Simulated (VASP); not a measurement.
# CoH3 (P1) in VASP: relaxation of cell and atoms with PBE

Aim: the relaxation of cell and atoms of CoH3 with PBE.

All numbers are computed with VASP 6.6.1; they aren't measurements. Logs are shortened: lines on timing, memory, paths and dates and some standing lists are left out, and cuts for length are marked.

### 1 The cell of the first run

The typed cell holds 8 atoms: a = 2.597 Å, b = 2.619 Å, c = 5.116 Å, α = 90.99°, β = 90.69°, γ = 88.59°.

### 2 Relaxation of cell and atoms, PBE

File INCAR:

```
PREC     = Accurate       # precision mode
ENCUT    = 600            # plane-wave cutoff, eV
EDIFF    = 1E-7           # SCF threshold, eV
ISMEAR   = 0              # smearing method
SIGMA    = 0.2            # smearing width, eV
LREAL    = F              # projectors in reciprocal space
LASPH    = T              # aspherical terms in the spheres
NELM     = 80             # most SCF steps
ALGO     = Normal         # electronic algorithm
ISIF     = 3              # what is computed and relaxed
LWAVE    = F              # write WAVECAR
LCHARG   = F              # write CHGCAR
GGA      = PE             # functional
IBRION   = 2              # ionic algorithm
NSW      = 80             # ionic steps
EDIFFG   = -0.025         # ionic threshold
```

File KPOINTS:

```
Automatic mesh
0
Gamma
  8 8 4
```

File POSCAR:

```
CoH3
1.0
   -2.5965472108      0.0152973538     -0.0320560291
   -0.0320560291      0.0222898147     -2.6190195190
    0.0305947075     -5.1158745890      0.0445796295
Co H
2 6
Direct
    1.0201224738      1.0406093066      0.9909870457
    0.0368260685      0.9742023410      0.5106735503
    0.9996507646      0.4925575005      0.7488111877
    0.9949122627      0.4959862224      0.2709094155
    0.4821514733      0.4983880871      0.4933226552
    0.4829975101      0.5112637988      0.9855629365
    0.4803348955      0.9841416561      0.7380267292
    0.5030045516      0.0028510875      0.2617064799
```

Potentials or basis: VASP PAW PBE potentials, release 64 (Co, H).

Launch:

```
cat potpaw_PBE.64/Co/POTCAR potpaw_PBE.64/H/POTCAR > POTCAR
mpirun -np 1 vasp_std > vasp.out
```

OUTCAR:

```text
PREC = Accurate
   ENCUT = 600
   EDIFF = 1E-7
   ISMEAR = 0
   LREAL = F
   LASPH = T
   NELM = 80
   ISIF = 3
   GGA = PE
   IBRION = 2
   NSW = 80
   EDIFFG = -0.025

 ion  position               nearest neighbor table
   1  0.020  0.041  0.991-   3 1.73   6 1.74   7 1.77   6 1.81   6 1.84   4 1.85   8 1.86   3 1.88
                             7 1.90   8 1.95   6 1.99   2 2.46   2 2.67
   2  0.037  0.974  0.511-   7 1.63   5 1.68   4 1.74   8 1.77   3 1.77   3 1.81   5 1.82   4 1.85
                             7 1.87   8 1.87   5 1.93   5 1.97   1 2.46   1 2.67
   3  1.000  0.493  0.749-   1 1.73   2 1.77   2 1.81   1 1.88
   4  0.995  0.496  0.271-   2 1.74   1 1.85   2 1.85
   5  0.482  0.498  0.493-   2 1.68   2 1.82   2 1.93   2 1.97
   6  0.483  0.511  0.986-   1 1.74   1 1.81   1 1.84   1 1.99
   7  0.480  0.984  0.738-   2 1.63   1 1.77   2 1.87   1 1.90
   8  0.503  0.003  0.262-   2 1.77   1 1.86   2 1.87   1 1.95

  LATTYP: Found a triclinic cell.
 ALAT       =     2.6193105325
 B/A-ratio  =     2.1789012531
 C/A-ratio  =     0.9914021666
 COS(alpha) =     0.0005669424
 COS(beta)  =     0.0246304419
 COS(gamma) =     0.4434430053

  Lattice vectors:

 A1 = (  -0.0320560291,   0.0222898147,  -2.6190195190)
 A2 = (  -0.0014613216,  -5.0935847743,  -2.5744398895)
 A3 = (  -2.5965472108,   0.0152973538,  -0.0320560291)

Analysis of symmetry for initial positions (statically):
=====================================================================
 Subroutine PRICEL returns:
 Original cell was already a primitive cell.

 Routine SETGRP: Setting up the symmetry group for a
 triclinic supercell.

 Subroutine GETGRP returns: Found  1 space group operations
 (whereof  1 operations were pure point group operations)
 out of a pool of  2 trial point group operations.

The static configuration has the point symmetry C_1 .

Analysis of symmetry for dynamics (positions and initial velocities):
=====================================================================
 Subroutine PRICEL returns:
 Original cell was already a primitive cell.

 Routine SETGRP: Setting up the symmetry group for a
 triclinic supercell.

 Subroutine GETGRP returns: Found  1 space group operations
 (whereof  1 operations were pure point group operations)
 out of a pool of  2 trial point group operations.

The dynamic configuration has the point symmetry C_1 .

 Subroutine INISYM returns: Found  1 space group operations
[... 132 lines left out ...]
  Thomas-Fermi vector in A             =   2.564697
   LORBIT       =      0    0 simple, 1 ext, 2 COOP (PROOUT), +10 PAW based schemes
   GGA     = PE    functional components
   LHFCALC =     F    Hartree Fock is set to
   AEXX    =    0.0000 exact exchange contribution
   IVDW    =     0    specifies the selected vdW correction
   LEPSILON=     F    determine dielectric tensor
   LRPA    =     F    only Hartree local field effects (RPA)
 conjugate gradient relaxation of ions
 non-spin polarized calculation
 Gauss-broadening in eV      SIGMA  =   0.20
  energy-cutoff  :      600.00
  volume of cell :       34.78
 maximum number of plane-waves:      1191
 NGX is ok and might be reduce to    24
   NGX = 11   NGY = 11   NGZ = 21

--------------------------------------- Ionic step        1  -------------------------------------------

 number of electron      24.0000004 magnetization

 Free energy of the ion-electron system (eV)
  ---------------------------------------------------
  ext. energy  EPLUGINS =         0.00000000
  ---------------------------------------------------
  free energy    TOTEN  =       -32.22564823 eV

  energy without entropy =      -32.18733789  energy(sigma->0) =      -32.20649306

------------------------ aborting loop because EDIFF is reached ----------------------------------------

  FORCE on cell =-STRESS in cart. coord.  units (eV):
  Direction    XX          YY          ZZ          XY          YZ          ZX
  --------------------------------------------------------------------------------------
  -------------------------------------------------------------------------------------
  Total        1.8011145      2.8138364      1.0603431      0.4349503      0.3854691     -0.4762067
  in kB       82.9678178    129.6185561     48.8443963     20.0358603     17.7565220    -21.9363247
  external PRESSURE =      87.1435901 kB  Pullay stress =       0.0000000 kB
[... 107 lines left out ...]
  FREE ENERGIE OF THE ION-ELECTRON SYSTEM (eV)
  ---------------------------------------------------
  free  energy   TOTEN  =       -32.3521930182 eV

  energy  without entropy=      -32.3128901691  energy(sigma->0) =      -32.33254159

[... ionic steps 4 to 15 ...]

--------------------------------------- Ionic step       16  -------------------------------------------

 number of electron      23.9999999 magnetization

------------------------ aborting loop because EDIFF is reached ----------------------------------------
[... 79 lines left out ...]
--------------------------------------- Ionic step       18  -------------------------------------------

 number of electron      24.0000000 magnetization

 Free energy of the ion-electron system (eV)
  ---------------------------------------------------
  ext. energy  EPLUGINS =         0.00000000
  ---------------------------------------------------
  free energy    TOTEN  =       -32.42667436 eV

  energy without entropy =      -32.38901062  energy(sigma->0) =      -32.40784249

 E-fermi :   7.7968     XC(G=0): -12.5763

 val. band max:        7.7958662099   @ k =   0.5000   0.1250   0.2500
 cond. band min:       7.7988979794   @ k =   0.5000  -0.3750   0.2500
 fundamental gap:      0.0030317694
 Fermi energy:         7.7968097768

 k-point     1 :       0.0000    0.0000    0.0000
  band No.  band energies     occupation
      1      -6.0023      2.00000
      2      -1.6122      2.00000
      3      -0.4550      2.00000
      4       3.1824      2.00000
      5       3.3628      2.00000
      6       4.5992      2.00000
[... 457 lines left out ...]
      4       2.0939      2.00000
      5       2.6664      2.00000
      6       3.9875      2.00000
[... 9 lines left out ...]
     16      11.7275      0.00000
     17      14.3665      0.00000

 [... further k-points ...]

------------------------ aborting loop because EDIFF is reached ----------------------------------------

  FORCE on cell =-STRESS in cart. coord.  units (eV):
  Direction    XX          YY          ZZ          XY          YZ          ZX
  --------------------------------------------------------------------------------------
  -------------------------------------------------------------------------------------
  Total       -0.0232765     -0.0010884      0.0456897      0.0219382     -0.0102329     -0.0080140
  in kB       -1.0161490     -0.0475144      1.9946121      0.9577271     -0.4467261     -0.3498585
  external PRESSURE =       0.3103162 kB  Pullay stress =       0.0000000 kB
[... 23 lines left out ...]
  FREE ENERGIE OF THE ION-ELECTRON SYSTEM (eV)
  ---------------------------------------------------
  free  energy   TOTEN  =       -32.4266743587 eV

  energy  without entropy=      -32.3890106232  energy(sigma->0) =      -32.40784249

 reached required accuracy - stopping structural energy minimisation
```

OSZICAR:

```text
N       E                     dE             d eps       ncg     rms          rms(c)
DAV:   1     0.130076579588E+03    0.13008E+03   -0.12114E+04  4496   0.189E+03
DAV:   2    -0.284795539165E+02   -0.15856E+03   -0.15334E+03  4541   0.327E+02
DAV:   3    -0.357365342462E+02   -0.72570E+01   -0.71007E+01  5003   0.898E+01
[... 200 lines left out ...]
DAV:   2    -0.324272118424E+02    0.97822E-06   -0.63979E-03  5358   0.147E+00    0.159E-01
DAV:   3    -0.324267470248E+02    0.46482E-03   -0.23244E-03  4789   0.954E-01    0.875E-02
DAV:   4    -0.324267733685E+02   -0.26344E-04   -0.13123E-03  6526   0.629E-01    0.106E-01
DAV:   5    -0.324266758268E+02    0.97542E-04   -0.48701E-04  6777   0.379E-01    0.973E-03
DAV:   6    -0.324266742872E+02    0.15396E-05   -0.13144E-05  4656   0.347E-02    0.351E-03
DAV:   7    -0.324266743587E+02   -0.71556E-07   -0.52997E-07  5035   0.101E-02
  18 F= -.32426674E+02 E0= -.32407842E+02  d E =-.374588E-03
```

CONTCAR:

```text
CoH3
   1.00000000000000
    -2.6681907298736021    0.0299459119834736   -0.0252404914118559
    -0.0251054273422095    0.0210299637581463   -2.6204861344386061
     0.0594550095291970   -5.2504066051138487    0.0418967083634502
  Co              H
     2     6
Direct
     0.0545247672437844    0.0262561611200005    0.9865126153227474
     0.0562236676825941    0.0212536902757122    0.4861655731924617
     0.0038981939994922    0.4816263409990725    0.7625670751913300
     0.0048862340362213    0.4809934015981559    0.2601915225378567
     0.4666124602405672    0.5019058119229008    0.4994462330167730
     0.4757065419630536    0.4855930016140769    0.9990428179186223
     0.4678053810750023    0.0006692359379572    0.7518150262835278
     0.4703427538592796    0.0017023565321168    0.2542591365366811

  0.00000000E+00  0.00000000E+00  0.00000000E+00
  0.00000000E+00  0.00000000E+00  0.00000000E+00
  0.00000000E+00  0.00000000E+00  0.00000000E+00
  0.00000000E+00  0.00000000E+00  0.00000000E+00
  0.00000000E+00  0.00000000E+00  0.00000000E+00
  0.00000000E+00  0.00000000E+00  0.00000000E+00
  0.00000000E+00  0.00000000E+00  0.00000000E+00
  0.00000000E+00  0.00000000E+00  0.00000000E+00
```

It took 22 min on 1 thread of Intel Xeon 8259CL, shared host; peak memory 0.25 GiB.

What came out:

```
Free energy                           : -32.4267 eV
Relaxed volume                        : 4.59 Å³/atom
Relaxed cell                          : a = 2.668 Å, b = 2.621 Å, c = 5.251 Å, α = 90.92°, β = 91.30°, γ = 88.90°
Space group after relaxing (to 0.1 Å) : Cm (No. 8)
Energy gained by relaxing             : 25.1 meV/atom
Ionic steps                           : 18
Pressure after relaxing               : 0.0 GPa
Largest force after relaxing          : 0.021 eV/Å
Band gap on the k mesh                : zero (bands 12 and 13 overlap by 0.46 eV)
```

Forces on the atoms (eV/Å):
```
Co   0.009  0.013  0.007
Co   0.008  0.001 -0.012
H    0.001 -0.006  0.001
H    0.002 -0.006  0.001
H   -0.002  0.000  0.021
H   -0.007 -0.002 -0.017
H   -0.002 -0.001 -0.005
H   -0.009  0.001  0.004
```

Step by step:
```csv
step,energy change (eV),largest force (eV/Å),pressure (GPa),volume (Å³)
1,0.0000,1.5901,8.71,34.78
2,-0.1259,0.4550,0.01,35.98
3,-0.1265,0.3650,0.50,35.90
4,-0.1477,0.2331,-0.63,36.08
5,-0.1672,0.2605,-2.77,36.46
6,-0.1806,0.1196,-0.12,36.02
7,-0.1817,0.0938,0.92,35.85
8,-0.1855,0.0871,0.61,35.94
9,-0.1888,0.0800,0.05,36.12
10,-0.1924,0.0773,0.08,36.21
11,-0.1943,0.1626,0.22,36.33
12,-0.1966,0.0698,0.22,36.43
13,-0.1969,0.1126,0.24,36.48
14,-0.1986,0.0765,0.05,36.58
15,-0.1996,0.0395,-0.21,36.75
16,-0.2002,0.0341,0.01,36.71
17,-0.2007,0.0386,0.36,36.65
18,-0.2010,0.0208,0.03,36.70
```

Final structure:
```
CELL_PARAMETERS angstrom
-2.66819 0.02995 -0.02524
-0.02511 0.02103 -2.62049
0.05946 -5.25041 0.04190
ATOMIC_POSITIONS crystal
Co 0.05452 0.02626 0.98651
Co 0.05622 0.02125 0.48617
H 0.00390 0.48163 0.76257
H 0.00489 0.48099 0.26019
H 0.46661 0.50191 0.49945
H 0.47571 0.48559 0.99904
H 0.46781 0.00067 0.75182
H 0.47034 0.00170 0.25426
```

Levels at points of the mesh, in eV from the Fermi level:
| k point | band 9 | band 10 | band 11 | band 12 | band 13 | band 14 | band 15 | band 16 |
| --- | --- | --- | --- | --- | --- | --- | --- | --- |
| (0.00, 0.00, 0.00) | -0.93 | -0.92 | -0.88 | -0.83 | 0.39 | 4.22 | 5.01 | 5.90 |
| (0.50, 0.00, 0.00) | -1.79 | -1.62 | -1.55 | -0.82 | -0.32 | 0.26 | 3.13 | 4.27 |
| (0.00, 0.50, 0.00) | -1.85 | -1.54 | -1.48 | -0.84 | -0.31 | 0.40 | 3.22 | 4.19 |
| (0.50, 0.50, 0.00) | -1.55 | -0.32 | -0.28 | -0.27 | 2.30 | 3.14 | 3.29 | 4.21 |
| (0.00, 0.00, 0.50) | -1.41 | -1.39 | -0.88 | -0.87 | 1.79 | 1.82 | 4.92 | 4.94 |
| (0.50, 0.00, 0.50) | -1.68 | -1.65 | -1.27 | -1.26 | 0.10 | 0.10 | 3.91 | 3.92 |
| (0.00, 0.50, 0.50) | -1.70 | -1.67 | -1.32 | -1.30 | 0.22 | 0.22 | 3.95 | 3.97 |
| (0.50, 0.50, 0.50) | -0.33 | -0.32 | 0.12 | 0.14 | 0.51 | 0.55 | 3.32 | 3.35 |

Caveat: the run has no spin polarisation, though such a crystal can be magnetic. Spin polarisation is off, so any magnetic state and its effect on volume and gap are missing.
